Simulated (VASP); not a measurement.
# Ta2B2O (P-3m1) in VASP: a series of runs, part 2 of 2

VASP 6.6.1.

## (3) Single point, PBE, collinear spin, ferromagnetic start

This run uses another cell than the first one, of 10.65 Å³/atom, 0.861 times its volume.

INCAR

```
  PREC = Accurate
  ENCUT = 520
  EDIFF = 1E-6
  ISMEAR = 0
  SIGMA = 0.1
  LREAL = F
  LASPH = T
  NELM = 150
  ALGO = Normal
  ISIF = 2
  LWAVE = F
  LCHARG = T
  ISPIN = 2
  MAGMOM = 1 1 0 0 0
  LORBIT = 11
  LMAXMIX = 4
  GGA = PE
  LELF = T
  LVHAR = T
  NBANDS = 29
```

KPOINTS

```
regular mesh
0
Gamma
  6 6 4
```

POSCAR

```
Ta2B2O
1.0
    2.9522680027      0.0000000000      0.0000000000
   -1.4761340013      2.5567390891      0.0000000000
    0.0000000000      0.0000000000      7.0530213564
Ta B O
2 2 1
Direct
    0.6666666667      0.3333333333      0.7767358183
    0.3333333333      0.6666666667      0.2232641817
    0.6666666667      0.3333333333      0.4604772358
    0.3333333333      0.6666666667      0.5395227642
    0.0000000000      0.0000000000      0.0000000000
```

Potentials or basis: VASP PAW PBE potentials, release 64 (Ta_pv, B, O).

The run is started by

```
$ cat potpaw_PBE.64/Ta_pv/POTCAR potpaw_PBE.64/B/POTCAR potpaw_PBE.64/O/POTCAR > POTCAR
$ mpirun -np 1 vasp_std > vasp.out
```

Wall time 72 s (1 thread of Intel Xeon 6975P-C (Granite Rapids), shared host); peak memory 0.23 GiB.

Results (log left out):

| Property | Result |
| --- | --- |
| Free energy | -46.4845 eV |
| Pressure | 0.4 GPa |
| Largest force | 0.012 eV/Å |
| Band gap on the k mesh | zero (filled and empty bands overlap) |
| Net moment | 0.00 μB per cell |
| Valence electrons inside the program's atomic spheres | Ta 8.96; B 1.98; O 5.01 |

Forces on the atoms (eV/Å):
```
Ta   0.000  0.000 -0.012
Ta   0.000  0.000  0.012
B    0.000  0.000  0.004
B    0.000  0.000 -0.004
O    0.000  0.000  0.000
```

Stress tensor (GPa, compression positive):
```
0.33 0.00 0.00
0.00 0.33 0.00
0.00 0.00 0.49
```

Levels at points of the mesh, in eV from the Fermi level:
Spin up:
```csv
k point,band 14,band 15,band 16,band 17,band 18,band 19,band 20,band 21
"(0.00, 0.00, 0.00)",-1.64,-0.88,-0.88,0.56,0.56,0.72,0.72,1.62
"(0.50, 0.00, 0.00)",-2.58,-2.55,-2.14,-1.87,1.86,2.81,4.47,4.87
"(0.00, 0.00, 0.50)",-2.46,-0.26,-0.26,-0.17,-0.17,1.18,1.18,2.41
"(0.50, 0.00, 0.50)",-3.16,-2.55,-2.45,-1.82,2.84,2.94,4.22,4.48
```
Spin down:
```
           k point  band 14  band 15  band 16  band 17  band 18  band 19  band 20  band 21
(0.00, 0.00, 0.00)    -1.64    -0.88    -0.88     0.56     0.56     0.72     0.72     1.62
(0.50, 0.00, 0.00)    -2.58    -2.55    -2.14    -1.87     1.86     2.81     4.47     4.87
(0.00, 0.00, 0.50)    -2.46    -0.26    -0.26    -0.17    -0.17     1.18     1.18     2.41
(0.50, 0.00, 0.50)    -3.16    -2.55    -2.45    -1.82     2.84     2.94     4.22     4.48
```

Caveat: the k points lie up to 0.41 Å⁻¹ apart; spin-orbit coupling is left out, which moves the levels of the heavy elements.

## (4) Single point, PBE, collinear spin, ferromagnetic start

INCAR

```
SYSTEM = Ta2B2O
PREC = Accurate ; ENCUT = 520
EDIFF = 1E-6 ; ISMEAR = 0
SIGMA = 0.1 ; LREAL = .FALSE.
LASPH = .TRUE. ; NELM = 150
ALGO = Normal ; ISIF = 2
LWAVE = .FALSE. ; LCHARG = .TRUE.
ISPIN = 2 ; MAGMOM = 1 1 0 0 0
LORBIT = 11 ; LMAXMIX = 4
GGA = PE ; LELF = .TRUE.
LVHAR = .TRUE. ; NBANDS = 29
```

KPOINTS

```
Automatic mesh
0
G
  6 6 4
  0 0 0
```

POSCAR

```
Ta2B2O
1.0
    3.5471323700      0.0000000000      0.0000000000
   -1.7735661800      3.0719067400      0.0000000000
    0.0000000000      0.0000000000      5.6734776800
Ta B O
2 2 1
Direct
    0.6666666700      0.3333333300      0.7688455000
    0.3333333300      0.6666666700      0.2311545000
    0.6666666700      0.3333333300      0.3785214400
    0.3333333300      0.6666666700      0.6214785600
    0.0000000000      0.0000000000      0.0000000000
```

The run is started by

```
$ cat potpaw_PBE.64/Ta_pv/POTCAR potpaw_PBE.64/B/POTCAR potpaw_PBE.64/O/POTCAR > POTCAR
$ mpirun -np 1 vasp_std > vasp.out
```

It took 2.2 min on 1 thread of Intel Xeon 6975P-C (Granite Rapids), shared host; peak memory 0.24 GiB.

The run converged. Its results:

```yaml
Free_energy: -41.5007 eV
Pressure: -3.0 GPa
Largest_force: 0.692 eV/Å
Band_gap_on_the_k_mesh: zero (filled and empty bands overlap)
Net_moment: 0.00 μB per cell
Valence_electrons_inside_the_program's_atomic_spheres: Ta 8.82; B 1.91; O 4.93
```

Forces in eV/Å, atoms in the order of the input:
```
Ta   0.000  0.000  0.465
Ta   0.000  0.000 -0.465
B    0.000  0.000  0.692
B    0.000  0.000 -0.692
O    0.000  0.000  0.000
```

Stress tensor (GPa, compression positive):
```
-9.77  0.00  0.00
 0.00 -9.77  0.00
 0.00  0.00 10.54
```

Levels at points of the mesh, in eV from the Fermi level:
Spin up:
| k point | band 15 | band 16 | band 17 | band 18 | band 19 | band 20 |
| --- | --- | --- | --- | --- | --- | --- |
| (0.00, 0.00, 0.00) | -2.72 | -0.77 | -0.77 | -0.16 | -0.16 | 0.49 |
| (0.50, 0.00, 0.00) | -1.89 | -0.11 | 0.28 | 0.61 | 1.05 | 1.25 |
| (0.00, 0.00, 0.50) | -1.89 | -1.58 | -1.58 | -1.26 | 0.68 | 0.68 |
| (0.50, 0.00, 0.50) | -2.42 | -0.58 | -0.11 | 1.13 | 1.58 | 1.76 |
Spin down:
| k point | band 15 | band 16 | band 17 | band 18 | band 19 | band 20 |
| --- | --- | --- | --- | --- | --- | --- |
| (0.00, 0.00, 0.00) | -2.72 | -0.77 | -0.77 | -0.16 | -0.16 | 0.49 |
| (0.50, 0.00, 0.00) | -1.89 | -0.11 | 0.28 | 0.61 | 1.05 | 1.25 |
| (0.00, 0.00, 0.50) | -1.89 | -1.58 | -1.58 | -1.26 | 0.68 | 0.68 |
| (0.50, 0.00, 0.50) | -2.42 | -0.58 | -0.11 | 1.13 | 1.58 | 1.76 |

Caveat: spin-orbit coupling is left out, which moves the levels of the heavy elements.

## (5) Relaxation of cell and atoms, PBE

This run uses another cell than the first one, of 10.65 Å³/atom, 0.861 times its volume.

INCAR

```
SYSTEM = Ta2B2O
ALGO = Normal
EDIFF = 1E-7
EDIFFG = -0.01
ENCUT = 600
GGA = PE
IBRION = 2
ISIF = 3
ISMEAR = 0
LASPH = .True.
LCHARG = .False.
LREAL = .False.
LWAVE = .False.
NELM = 100
NSW = 100
PREC = Accurate
SIGMA = 0.1
```

KPOINTS

```
k-points
0
Gamma
  12 12 6
  0 0 0
```

POSCAR

```
Ta2B2O
1.0
    2.9522680027      0.0000000000      0.0000000000
   -1.4761340013      2.5567390891      0.0000000000
    0.0000000000      0.0000000000      7.0530213564
Ta B O
2 2 1
Direct
    0.6666666667      0.3333333333      0.7767358183
    0.3333333333      0.6666666667      0.2232641817
    0.6666666667      0.3333333333      0.4604772358
    0.3333333333      0.6666666667      0.5395227642
    0.0000000000      0.0000000000      0.0000000000
```

The run is started by

```
$ cat potpaw_PBE.64/Ta_pv/POTCAR potpaw_PBE.64/B/POTCAR potpaw_PBE.64/O/POTCAR > POTCAR
$ mpirun -np 1 vasp_std > vasp.out
```

It took 6.7 min on 1 thread of Intel Xeon 6975P-C (Granite Rapids), shared host; peak memory 0.29 GiB.

The run converged. Its results:

```
Free energy                            : -46.4081 eV
Relaxed volume                         : 10.67 Å³/atom
Relaxed cell                           : a = 2.958 Å, b = 2.958 Å, c = 7.040 Å, α = 90.00°, β = 90.00°, γ = 120.00°
Space group after relaxing (to 0.05 Å) : P-3m1 (No. 164)
Energy gained by relaxing              : 0.2 meV/atom
Ionic steps                            : 6
Pressure after relaxing                : 0.0 GPa
Largest force after relaxing           : 0.008 eV/Å
Band gap on the k mesh                 : zero (band 17 reaches 7.76 eV, above the bottom of band 18 at 6.95 eV)
```

Forces on the atoms (eV/Å):
```
Ta   0.000  0.000 -0.008
Ta   0.000  0.000  0.008
B    0.000  0.000 -0.001
B    0.000  0.000  0.001
O    0.000  0.000  0.000
```

Step by step:
```
step  energy change (eV)  largest force (eV/Å)  pressure (GPa)  volume (Å³)
   1              0.0000                0.0704            0.59        53.24
   2             -0.0005                0.0185           -0.88        53.54
   3             -0.0008                0.0163           -0.30        53.42
   4             -0.0009                0.0249            0.16        53.33
   5             -0.0010                0.0187            0.00        53.36
   6             -0.0010                0.0085            0.00        53.35
```

Final structure:
```
Ta B O
1.0
     2.95821    0.00000    0.00000
    -1.47911    2.56189    0.00000
     0.00000    0.00000    7.03993
Ta B O
2 2 1
Direct
  0.66667 0.33333 0.77728
  0.33333 0.66667 0.22272
  0.66667 0.33333 0.46057
  0.33333 0.66667 0.53943
  0.00000 0.00000 0.00000
```

Levels at points of the mesh, in eV from the Fermi level:
| k point | band 15 | band 16 | band 17 | band 18 | band 19 | band 20 |
| --- | --- | --- | --- | --- | --- | --- |
| (0.00, 0.00, 0.00) | -0.91 | -0.91 | 0.55 | 0.55 | 0.68 | 0.68 |
| (0.50, 0.00, 0.00) | -2.57 | -2.17 | -1.87 | 1.83 | 2.81 | 4.44 |
| (0.00, 0.00, 0.50) | -0.28 | -0.28 | -0.20 | -0.20 | 1.16 | 1.16 |
| (0.50, 0.00, 0.50) | -2.56 | -2.48 | -1.82 | 2.82 | 2.91 | 4.17 |

Caveat: spin-orbit coupling is left out, which moves the levels of the heavy elements.

## (6) The runs side by side

```csv
task,spin,cell,k mesh,cutoff (eV),gap on the mesh (eV),pressure (GPa),moment (μB),relaxed volume (Å³/atom),largest force (eV/Å)
relaxation of cell and atoms,off,"relaxed from a = 3.547, b = 3.547, c = 5.673 Å, angles 90.0, 90.0, 120.0°, 5 atoms",6 × 6 × 4,600,none,0.1,-,10.65,0.03
single point,"collinear, ferromagnetic start","a = 2.952, b = 2.952, c = 7.053 Å, angles 90.0, 90.0, 120.0°, 5 atoms",6 × 6 × 4,520,none,0.4,0.00,-,0.01
single point,"collinear, ferromagnetic start","a = 3.547, b = 3.547, c = 5.673 Å, angles 90.0, 90.0, 120.0°, 5 atoms",6 × 6 × 4,520,none,-3.0,0.00,-,0.69
relaxation of cell and atoms,off,"relaxed from a = 2.952, b = 2.952, c = 7.053 Å, angles 90.0, 90.0, 120.0°, 5 atoms",12 × 12 × 6,600,none,0.0,-,10.67,0.01
```

Alike in all rows: level PBE; potentials or basis VASP PAW PBE potentials, release 64 (Ta_pv, B, O); smearing gaussian 0.1 eV.

Caveats: some runs use coarse meshes; spin-orbit coupling is left out, which moves the levels of the heavy elements.

Absolute energies hang on the potentials; compare differences alone.
